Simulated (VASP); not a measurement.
Set up this calculation in VASP 6.6.1, as the native input.

```
Task                   : relaxation of cell and atoms
Functional             : PBE
Potentials or basis    : VASP PAW PBE potentials, release 64 (Al, Au)
Cutoff                 : 500 eV
k mesh                 : 8 × 8 × 6
Occupations            : gaussian, width 0.1 eV
Spin                   : no spin polarisation
Dipole correction      : no
Further INCAR settings : ALGO = Normal; EDIFF = 1e-07; IBRION = 2; EDIFFG = -0.015; NSW = 80; ISIF = 3
```

The structure of Al2Au lies in POSCAR:

```
Al2Au
1.0
    3.0308328019      3.0308328019      0.0000000000
   -3.0308328019      3.0308328019      0.0000000000
    0.0000000000      0.0000000000      6.0616656039
Al Au
4 2
Direct
    0.5000000000      0.0000000000      0.2500000000
    0.0000000000      0.5000000000      0.7500000000
    0.5000000000      0.0000000000      0.7500000000
    0.0000000000      0.5000000000      0.2500000000
    0.5000000000      0.5000000000      0.5000000000
    0.0000000000      0.0000000000      0.0000000000
```

These files were run (other wordings do the same):

INCAR

```
SYSTEM = Al2Au
PREC     = Accurate       ! precision mode
ENCUT    = 500            ! plane-wave cutoff, eV
EDIFF    = 1E-7           ! SCF threshold, eV
ISMEAR   = 0              ! smearing method
SIGMA    = 0.1            ! smearing width, eV
LREAL    = .FALSE.        ! projectors in reciprocal space
LASPH    = .TRUE.         ! aspherical terms in the spheres
NELM     = 120            ! most SCF steps
ALGO     = Normal         ! electronic algorithm
ISIF     = 3              ! what is computed and relaxed
LWAVE    = .FALSE.        ! write WAVECAR
LCHARG   = .FALSE.        ! write CHGCAR
GGA      = PE             ! functional
IBRION   = 2              ! ionic algorithm
NSW      = 80             ! ionic steps
EDIFFG   = -0.015         ! ionic threshold
GGA_COMPAT= .FALSE.      
NELMIN   = 4
```

KPOINTS

```
Automatic mesh
0
G
  8 8 6
  0 0 0
```

Potentials or basis: VASP PAW PBE potentials, release 64 (Al, Au).

The run is started by

```console
$ cat potpaw_PBE.64/Al/POTCAR potpaw_PBE.64/Au/POTCAR > POTCAR
$ mpirun -np 1 vasp_std > vasp.out
```

It gave:

```json
{"Relaxed volume": "18.51 Å³/atom", "Relaxed cell": "a = 4.279 Å, b = 4.279 Å, c = 6.065 Å, α = 90.00°, β = 90.00°, γ = 90.00°", "Space group after relaxing (to 0.05 Å)": "Fm-3m (No. 225)", "Energy gained by relaxing": "0.1 meV/atom", "Ionic steps": "4", "Pressure after relaxing": "0.0 GPa", "Band gap on the k mesh": "zero (band 17 reaches 9.52 eV, above the bottom of band 18 at 5.33 eV)"}
```

Caveat: spin-orbit coupling is left out, which moves the levels of the heavy elements.

Wall time 4.9 min on 1 thread of Intel(R) Xeon(R) Platinum 8124M CPU @ 3.00GHz (Skylake/Cascade Lake), on a shared host, peak memory 0.3 GiB.
